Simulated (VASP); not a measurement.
Wanted: the native input for a VASP 6.6.1 run.

```
Task                   : single point
Functional             : PBE
Dispersion             : D3(BJ)
Potentials or basis    : VASP PAW PBE potentials, release 64 (Al)
Cutoff                 : 520 eV
k mesh                 : 18 × 18 × 6
Occupations            : gaussian, width 0.15 eV
Spin                   : no spin polarisation
Dipole correction      : no
Further INCAR settings : ALGO = Fast; EDIFF = 1e-06; NBANDS = 14
```

The structure of Al lies in POSCAR:

```
Al
1.0
    2.8725005783      0.0000000000      0.0000000000
   -1.4362502891      2.4876584732      0.0000000000
    0.0000000000      0.0000000000      9.5838109294
Al
4
Direct
    0.0000000000      0.0000000000      0.0000000000
    0.3333333333      0.6666666667      0.2500000000
    0.0000000000      0.0000000000      0.5000000000
    0.6666666667      0.3333333333      0.7500000000
```

This isn't the form of Al at room conditions, which is fcc.

These files were run (other wordings do the same):

INCAR

```
SYSTEM = Al
PREC = Accurate
ENCUT = 520
EDIFF = 1E-6
ISMEAR = 0
SIGMA = 0.15
LREAL = .False.
LASPH = .True.
NELM = 80
ALGO = Fast
ISIF = 2
LWAVE = .False.
LCHARG = .True.
GGA = PE
IVDW = 12
LELF = .True.
LVHAR = .True.
NBANDS = 14
```

KPOINTS

```
regular mesh
0
Gamma
  18 18 6
  0 0 0
```

Potentials or basis: VASP PAW PBE potentials, release 64 (Al).

Command:

```console
$ cat potpaw_PBE.64/Al/POTCAR > POTCAR
$ mpirun -np 1 vasp_std > vasp.out
```

Results of the run:

| Property | Result |
| --- | --- |
| Pressure | -5.5 GPa |
| Band gap on the k mesh | zero (bands 6 and 7 overlap by 5.06 eV) |
| Dispersion energy per atom | -0.324 eV |

Caveat: the cell stands under tension.

It took 3.1 min on 1 thread of Intel Xeon 8259CL (shared host), peak memory 0.26 GiB.
